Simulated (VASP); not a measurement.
# Na (Im-3m) in VASP: a series of runs

Runs on Na. Level: PBEsol. Tasks: single point.

Program: VASP 6.6.1. These are calculated values, not measurements. Logs are shortened: lines on timing, memory, paths and dates and some standing lists are left out, and cuts for length are marked.

### 1 The cell of the first run

It takes space group Im-3m (No. 229, cubic). The conventional cell has a = 4.084 Å, b = 4.084 Å, c = 4.084 Å, α = 90.00°, β = 90.00°, γ = 90.00°. Within 4.6 Å of Na (site symmetry m-3m) lie 14 Na at 3.54 to 4.08 Å.

### 2 Single point, PBEsol (volume scaled by 0.94)

INCAR

```
PREC = Accurate
ENCUT = 520
EDIFF = 1E-6
ISMEAR = 0
SIGMA = 0.1
LREAL = False
LASPH = True
NELM = 100
ALGO = Normal
ISIF = 2
LWAVE = False
LCHARG = False
GGA = PS
NBANDS = 10
```

KPOINTS

```
Automatic mesh
0
Gamma
  14 14 14
```

POSCAR

```
Na
1.0
   -2.0420281509      2.0420281509      2.0420281509
    2.0420281509     -2.0420281509      2.0420281509
    2.0420281509      2.0420281509     -2.0420281509
Na
1
Direct
    0.0000000000      0.0000000000      0.0000000000
```

Potentials or basis: VASP PAW PBE potentials, release 64 (Na_pv).

Run with:

```
$ cat potpaw_PBE.64/Na_pv/POTCAR > POTCAR
$ mpirun -np 1 vasp_std > vasp.out
```

OUTCAR:

```text
PREC = Accurate
   ENCUT = 520
   EDIFF = 1E-6
   ISMEAR = 0
   LREAL = False
   LASPH = True
   NELM = 100
   ISIF = 2
   GGA = PS

 ion  position               nearest neighbor table
   1  0.000  0.000  0.000-

  LATTYP: Found a body centered cubic cell.
 ALAT       =     4.0840563018

  Lattice vectors:

 A1 = (  -2.0420281509,   2.0420281509,   2.0420281509)
 A2 = (   2.0420281509,  -2.0420281509,   2.0420281509)
 A3 = (   2.0420281509,   2.0420281509,  -2.0420281509)

Analysis of symmetry for initial positions (statically):
=====================================================================
 Subroutine PRICEL returns:
 Original cell was already a primitive cell.

 Routine SETGRP: Setting up the symmetry group for a
 body centered cubic supercell.

 Subroutine GETGRP returns: Found 48 space group operations
 (whereof 48 operations were pure point group operations)
 out of a pool of 48 trial point group operations.

The static configuration has the point symmetry O_h .

Analysis of symmetry for dynamics (positions and initial velocities):
=====================================================================
 Subroutine PRICEL returns:
 Original cell was already a primitive cell.

 Routine SETGRP: Setting up the symmetry group for a
 body centered cubic supercell.

 Subroutine GETGRP returns: Found 48 space group operations
 (whereof 48 operations were pure point group operations)
 out of a pool of 48 trial point group operations.

The dynamic configuration has the point symmetry O_h .

 Subroutine INISYM returns: Found 48 space group operations
 (whereof 48 operations are pure point group operations),
 and found     1 'primitive' translations

----------------------------------------------------------------------------------------

                                     Primitive cell

  volume of cell :      34.0600

  direct lattice vectors                    reciprocal lattice vectors
    -2.042028151  2.042028151  2.042028151     0.000000000  0.244854607  0.244854607
     2.042028151 -2.042028151  2.042028151     0.244854607  0.000000000  0.244854607
     2.042028151  2.042028151 -2.042028151     0.244854607  0.244854607  0.000000000

  length of vectors
     3.536896508  3.536896508  3.536896508     0.346276706  0.346276706  0.346276706

  position of ions in fractional coordinates (direct lattice)
     0.000000000  0.000000000  0.000000000

  ion indices of the primitive-cell ions
   primitive index   ion index
                 1           1

----------------------------------------------------------------------------------------

 KPOINTS: Automatic mesh

Automatic generation of k-mesh.
 Grid dimensions read from file:
 generate k-points for:   14   14   14

 Generating k-lattice:

  Cartesian coordinates                     Fractional coordinates (reciprocal lattice)
     0.000000000  0.017489615  0.017489615     0.071428571  0.000000000  0.000000000
     0.017489615  0.000000000  0.017489615     0.000000000  0.071428571  0.000000000
     0.017489615  0.017489615  0.000000000     0.000000000  0.000000000  0.071428571

  Length of vectors
     0.024734050  0.024734050  0.024734050

  Shift w.r.t. Gamma in fractional coordinates (k-lattice)
     0.000000000  0.000000000  0.000000000

 Subroutine IBZKPT returns following result:
 ===========================================

 Found    104 irreducible k-points:

 Following reciprocal coordinates:
            Coordinates               Weight
  0.000000  0.000000  0.000000      1.000000
  0.071429  0.000000  0.000000     12.000000
  0.142857  0.000000  0.000000     12.000000
  0.214286  0.000000  0.000000     12.000000
  0.285714  0.000000  0.000000     12.000000
  0.357143  0.000000  0.000000     12.000000
[... 16 lines left out ...]
  0.285714  0.285714  0.000000     24.000000
  0.357143  0.285714  0.000000     24.000000
 [... further k-points ...]
   k-points           NKPTS =    104   k-points in BZ     NKDIM =    104   number of bands    NBANDS=     10
   number of dos      NEDOS =    301   number of ions     NIONS =      1
   total plane-waves  NPLWV =  21952
   dimension x,y,z NGX =    28 NGY =   28 NGZ =   28
   dimension x,y,z NGXF=    56 NGYF=   56 NGZF=   56
   ions per type =               1
   NGX,Y,Z   is equivalent  to a cutoff of  13.16, 13.16, 13.16 a.u.
   NGXF,Y,Z  is equivalent  to a cutoff of  26.32, 26.32, 26.32 a.u.
 SYSTEM =  unknown system
   PREC   = accura    normal or accurate (medium, high low for compatibility)
   ISTART =      0    job   : 0-new  1-cont  2-samecut
   ICHARG =      2    charge: 1-file 2-atom 10-const
   ISPIN  =      1    spin polarized calculation?
   LNONCOLLINEAR =      F non collinear calculations
   LSORBIT =      F    spin-orbit coupling
   LASPH  =      T    aspherical Exc in radial PAW
   ENCUT  =  520.0 eV  38.22 Ry    6.18 a.u.   6.58  6.58  6.58*2*pi/ulx,y,z
   NELM   =    100;   NELMIN=  2; NELMDL= -5     # of ELM steps
   EDIFF  = 0.1E-05   stopping-criterion for ELM
   LREAL  =      F    real-space projection
   EDIFFG = 0.1E-04   stopping-criterion for IOM
   NSW    =      0    number of steps for IOM
   IBRION =     -1    ionic relax: 0-MD 1-quasi-New 2-CG
   NFREE  =      0    steps in history (QN), initial steepest desc. (CG)
   ISIF   =      2    stress and relaxation
   ISYM   =      2    0-nonsym 1-usesym 2-fastsym
   POTIM  = 0.5000    time-step for ionic-motion
   TEBEG  =    0.0;   TEEND  =   0.0 temperature during run
   PSTRESS=    0.0 pullay stress
   NELECT =       7.0000    total number of electrons
   NUPDOWN=      -1.0000    fix difference up-down
   EMIN   =  10.00;   EMAX   =-10.00  energy-range for DOS
   EFERMI =   0.00;   METHOD = LEGACY
   ISMEAR =     0;   SIGMA  =   0.10  broadening in eV -4-tet -1-fermi 0-gaus
   EFERMI_NEDOS =   21; number of points for ismear=-14 and -15
   IALGO  =     38    algorithm
   IMIX   =      4    mixing-type and parameters
     AMIX     =   0.40;   BMIX     =  1.00
     AMIX_MAG =   1.60;   BMIX_MAG =  1.00
  volume/ion in A,a.u.               =      34.06       229.85
  Fermi-wavevector in a.u.,A,eV,Ry     =   0.966108  1.825680 12.699204  0.933365
  Thomas-Fermi vector in A             =   2.095882
   LORBIT       =      0    0 simple, 1 ext, 2 COOP (PROOUT), +10 PAW based schemes
   GGA     = PS    functional components
   LHFCALC =     F    Hartree Fock is set to
   AEXX    =    0.0000 exact exchange contribution
   IVDW    =     0    specifies the selected vdW correction
   LEPSILON=     F    determine dielectric tensor
   LRPA    =     F    only Hartree local field effects (RPA)
 non-spin polarized calculation
 Gauss-broadening in eV      SIGMA  =   0.10
  energy-cutoff  :      520.00
  volume of cell :       34.06
 maximum number of plane-waves:       947
 NGX is ok and might be reduce to    28
   NGX = 13   NGY = 13   NGZ = 13

 number of electron       6.9999998 magnetization

 Free energy of the ion-electron system (eV)
  ---------------------------------------------------
  ext. energy  EPLUGINS =         0.00000000
  ---------------------------------------------------
  free energy    TOTEN  =        -1.39664269 eV

  energy without entropy =       -1.39368488  energy(sigma->0) =       -1.39516378

 E-fermi :   0.5293     XC(G=0):  -6.7293

 val. band max:        0.5020994320   @ k =  -0.3571   0.4286   0.1429
 cond. band min:       0.5860780062   @ k =   0.3571   0.0714   0.0714
 fundamental gap:      0.0839785742
 Fermi energy:         0.5293285918

 k-point     1 :       0.0000    0.0000    0.0000
  band No.  band energies     occupation
      1     -24.1656      2.00000
      2     -24.1656      2.00000
      3     -24.1656      2.00000
      4      -2.9051      2.00000
      5      12.8492      0.00000
      6      12.8492      0.00000
      7      12.8492      0.00000
      8      13.9066      0.00000
      9      13.9066      0.00000
     10      14.4860      0.00000

 k-point     2 :       0.0714    0.0000    0.0000
  band No.  band energies     occupation
      1     -24.1681      2.00000
      2     -24.1664      2.00000
      3     -24.1656      2.00000
      4      -2.8096      2.00000
      5      11.6166      0.00000
      6      12.2345      0.00000
      7      12.5282      0.00000
      8      13.1658      0.00000
      9      13.3675      0.00000
     10      14.9178      0.00000

 k-point     3 :       0.1429    0.0000    0.0000
  band No.  band energies     occupation
      1     -24.1749      2.00000
      2     -24.1687      2.00000
      3     -24.1656      2.00000
      4      -2.5243      2.00000
      5       9.6578      0.00000
      6      11.3341      0.00000
      7      11.9342      0.00000
      8      12.3079      0.00000
      9      13.1160      0.00000
     10      15.1538      0.00000

 k-point     4 :       0.2143    0.0000    0.0000
  band No.  band energies     occupation
      1     -24.1847      2.00000
      2     -24.1719      2.00000
      3     -24.1656      2.00000
      4      -2.0528      2.00000
      5       7.7722      0.00000
      6      10.5470      0.00000
      7      11.3687      0.00000
      8      11.5922      0.00000
      9      12.7264      0.00000
     10      15.4389      0.00000
[... 222 lines left out ...]
 k-point    22 :       0.3571    0.2143    0.0000
  band No.  band energies     occupation
      1     -24.2073      2.00000
      2     -24.1887      2.00000
      3     -24.1706      2.00000
      4       1.5228      0.00000
      5       2.8592      0.00000
      6       5.4095      0.00000
      7       9.2332      0.00000
      8      12.5577      0.00000
      9      14.8981      0.00000
     10      15.8022      0.00000

 k-point    23 :       0.2857    0.2857    0.0000
  band No.  band energies     occupation
      1     -24.2046      2.00000
      2     -24.1915      2.00000
      3     -24.1713      2.00000
      4       1.4526      0.00000
      5       3.5900      0.00000
      6       4.5109      0.00000
      7       9.1442      0.00000
      8      13.2411      0.00000
      9      14.1505      0.00000
     10      16.2235      0.00000

 k-point    24 :       0.3571    0.2857    0.0000
  band No.  band energies     occupation
      1     -24.2026      2.00000
      2     -24.1951      2.00000
      3     -24.1716      2.00000
      4       2.3286      0.00000
      5       2.7903      0.00000
      6       4.1933      0.00000
      7       9.0581      0.00000
      8      13.4344      0.00000
      9      14.3680      0.00000
     10      15.7020      0.00000

 [... further k-points ...]

------------------------ aborting loop because EDIFF is reached ----------------------------------------

  FORCE on cell =-STRESS in cart. coord.  units (eV):
  Direction    XX          YY          ZZ          XY          YZ          ZX
  --------------------------------------------------------------------------------------
  -------------------------------------------------------------------------------------
  Total        0.1111959      0.1111959      0.1111959      0.0000000      0.0000000     -0.0000000
  in kB        5.2306317      5.2306317      5.2306317      0.0000000      0.0000000     -0.0000000
  external PRESSURE =       5.2306317 kB  Pullay stress =       0.0000000 kB

 VOLUME and BASIS-vectors are now :
 -----------------------------------------------------------------------------
  energy-cutoff  :      520.00
  volume of cell :       34.06
      direct lattice vectors                 reciprocal lattice vectors
    -2.042028151  2.042028151  2.042028151     0.000000000  0.244854607  0.244854607
     2.042028151 -2.042028151  2.042028151     0.244854607  0.000000000  0.244854607
     2.042028151  2.042028151 -2.042028151     0.244854607  0.244854607  0.000000000

 POSITION                                       TOTAL-FORCE (eV/Angst)
 -----------------------------------------------------------------------------------
      0.00000      0.00000      0.00000        -0.000000     -0.000000      0.000000
 -----------------------------------------------------------------------------------
    total drift:                               -0.000000     -0.000000     -0.000000

  FREE ENERGIE OF THE ION-ELECTRON SYSTEM (eV)
  ---------------------------------------------------
  free  energy   TOTEN  =        -1.3966426861 eV

  energy  without entropy=       -1.3936848766  energy(sigma->0) =       -1.39516378
```

Run time: 26 s. Hardware: 1 thread of Intel Xeon Platinum 8259CL at 2.50GHz (Skylake/Cascade Lake), shared host; peak memory 0.16 GiB.

Results:

- Free energy: -1.3966 eV
- Pressure: 0.5 GPa

Caveat: the PAW data sets were made with another functional, which shifts forces and pressure a little.

[end of part 1 of 2]
